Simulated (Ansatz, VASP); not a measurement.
**Ge3N4 in VASP and in Ansatz**

File INCAR:

```
SYSTEM = Ge3N4
ALGO = Normal
EDIFF = 1E-6
ENCUT = 600
GGA = PE
GGA_COMPAT = .False.
ISIF = 2
ISMEAR = -1
LASPH = .True.
LCHARG = .False.
LREAL = .False.
LWAVE = .False.
NBANDS = 75
NELM = 120
PREC = Accurate
SIGMA = 0.02
```

Contents of KPOINTS:

```
k-points
0
Gamma
  6 6 8
  0 0 0
```

POSCAR

```
Ge3N4
1.0
    8.0439274434      0.0000000000      0.0000000000
   -4.0219637217      6.9662455122      0.0000000000
    0.0000000000      0.0000000000      3.0492555099
Ge N
6 8
Direct
    0.8289339218      0.2357159101      0.7500000000
    0.5932180117      0.8289339218      0.2500000000
    0.2357159101      0.4067819883      0.2500000000
    0.7642840899      0.5932180117      0.7500000000
    0.4067819883      0.1710660782      0.7500000000
    0.1710660782      0.7642840899      0.2500000000
    0.6666666667      0.3333333333      0.7500000000
    0.3333333333      0.6666666667      0.2500000000
    0.6694869443      0.9734757907      0.7500000000
    0.6960111536      0.6694869443      0.2500000000
    0.9734757907      0.3039888464      0.2500000000
    0.0265242093      0.6960111536      0.7500000000
    0.3305130557      0.0265242093      0.2500000000
    0.3039888464      0.3305130557      0.7500000000
```

Input for Ansatz:

```yaml
crystal:
  lattice:
    - [8.0439274434, 0.0, 0.0]
    - [-4.0219637217, 6.9662455122, 0.0]
    - [0.0, 0.0, 3.0492555099]
  atoms:
    - { symbol: Ge, position: [0.8289339218, 0.2357159101, 0.75] }
    - { symbol: Ge, position: [0.5932180117, 0.8289339218, 0.25] }
    - { symbol: Ge, position: [0.2357159101, 0.4067819883, 0.25] }
    - { symbol: Ge, position: [0.7642840899, 0.5932180117, 0.75] }
    - { symbol: Ge, position: [0.4067819883, 0.1710660782, 0.75] }
    - { symbol: Ge, position: [0.1710660782, 0.7642840899, 0.25] }
    - { symbol: "N", position: [0.6666666667, 0.3333333333, 0.75] }
    - { symbol: "N", position: [0.3333333333, 0.6666666667, 0.25] }
    - { symbol: "N", position: [0.6694869443, 0.9734757907, 0.75] }
    - { symbol: "N", position: [0.6960111536, 0.6694869443, 0.25] }
    - { symbol: "N", position: [0.9734757907, 0.3039888464, 0.25] }
    - { symbol: "N", position: [0.0265242093, 0.6960111536, 0.75] }
    - { symbol: "N", position: [0.3305130557, 0.0265242093, 0.25] }
    - { symbol: "N", position: [0.3039888464, 0.3305130557, 0.75] }
kpoints:
  mp_grid: { grid: [6, 6, 8] }
  band_path:
    path:
      - [0.0, 0.0, 0.0]
      - [0.5, 0.0, 0.0]
      - [0.3333333333, 0.3333333333, 0.0]
      - [0.0, 0.0, 0.5]
      - [0.5, 0.0, 0.5]
      - [0.3333333333, 0.3333333333, 0.5]
    npoints: 1
hamiltonian:
  xc: pbe
scf:
  occupations: { method: fermi_dirac, width: 0.02 }
  n_extra_bands: 7
output:
  forces: true
  stress: true
  eigenvalues: true
```

Change from the starting cell: uniaxial_z strain -1.0%.

Alike in both runs: task single point; functional PBE; k mesh 6 × 6 × 8; occupations fermi-dirac, width 0.02 eV; no spin polarisation.

|  | VASP | Ansatz |
| --- | --- | --- |
| version | VASP 6.6.1 | Ansatz 0.2.0 |
| potentials or method | VASP PAW PBE potentials, release 64 (Ge_d, N) | plane waves, PAW |
| plane-wave cutoff (eV) | 600 | 420 |
| valence electrons in the cell | 124 | 124 |

Ansatz gave:

* gap on the k mesh at the Fermi level (eV): 2.26
* pressure (GPa): 8.6
* traceless stress, the component that is largest in VASP (GPa): 2.60
* rms of the force components (eV/Å): 0.028

Estimate VASP's values.

gap on the k mesh at the Fermi level (eV): 2.28; pressure (GPa): 7.8; traceless stress, the component that is largest in VASP (GPa): 2.56; rms of the force components (eV/Å): 0.025.

Atom by atom the forces differ by 0.004 eV/Å (rms over components).
